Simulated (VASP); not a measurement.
KZnF3:

```
K Zn F
1.0
     4.12756    0.00000    0.00000
     0.00000    4.12756    0.00000
     0.00000    0.00000    4.12756
K Zn F
1 1 3
Direct
  0.00000 0.00000 0.00000
  0.50000 0.50000 0.50000
  0.50000 0.50000 0.00000
  0.00000 0.50000 0.50000
  0.50000 0.00000 0.50000
```

* Program: VASP 6.6.1
* Task: relaxation of cell and atoms
* Functional: r2SCAN
* Potentials or basis: VASP PAW PBE potentials, release 64 (K_sv, Zn, F)
* Cutoff: 600 eV
* k mesh: 6 × 6 × 6
* Occupations: fermi-dirac, width 0.02 eV
* Spin: no spin polarisation

At the start: pressure -4.3 GPa; volume 14.06 Å³/atom.

Q: Where does the relaxation end?

A: Over 3 steps the energy falls by 11.4 meV/atom and the volume is 13.28 Å³/atom (-5.6 %); space group Pm-3m (No. 221, to 0.1 Å) before and after.

The path:
```tsv
step	energy change (eV)	largest force (eV/Å)	pressure (GPa)	volume (Å³)
1	0.0000	0.0000	-4.27	70.32
2	-0.0568	0.0000	-0.22	66.57
3	-0.0570	0.0000	-0.03	66.42
```

Final structure:
```cif
data_structure
_symmetry_space_group_name_H-M 'P 1'
_symmetry_Int_Tables_number 1
_cell_length_a 4.0497
_cell_length_b 4.0497
_cell_length_c 4.0497
_cell_angle_alpha 90.000
_cell_angle_beta 90.000
_cell_angle_gamma 90.000
_cell_volume 66.42
loop_
_atom_site_label
_atom_site_type_symbol
_atom_site_fract_x
_atom_site_fract_y
_atom_site_fract_z
_atom_site_occupancy
K1 K 0.00000 0.00000 0.00000 1
Zn1 Zn 0.50000 0.50000 0.50000 1
F1 F 0.50000 0.50000 0.00000 1
F2 F 0.00000 0.50000 0.50000 1
F3 F 0.50000 0.00000 0.50000 1
```

Caveat: the PAW data sets were made with another functional, which shifts forces and pressure a little.
